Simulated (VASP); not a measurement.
SnO (zincblende type):

```
CELL_PARAMETERS angstrom
0.00000 2.73759 2.73759
2.73759 0.00000 2.73759
2.73759 2.73759 0.00000
ATOMIC_POSITIONS crystal
Sn 0.00000 0.00000 0.00000
O 0.25000 0.25000 0.25000
```

Program: VASP 6.6.1. Alike in all runs: cell as given; k mesh 12 × 12 × 12; cutoff (eV) 520; smearing fermi-dirac 0.08 eV.

Task: Order these runs on this cell by their pressure, lowest first.
A. level PBEsol; potentials or basis VASP PAW PBE potentials, release 64 (Sn_d, O); spin off
B. level LDA; potentials or basis VASP PAW LDA potentials, release 64 (Sn_d, O); spin off
C. level PBE; potentials or basis VASP PAW PBE potentials, release 64 (Sn_d, O); spin non-collinear, zero start, SOC

Result: B (-5.2 GPa), A (-3.3 GPa), C (0.1 GPa).

Caveats: the PAW data sets were made with another functional, which shifts forces and pressure a little (some runs).
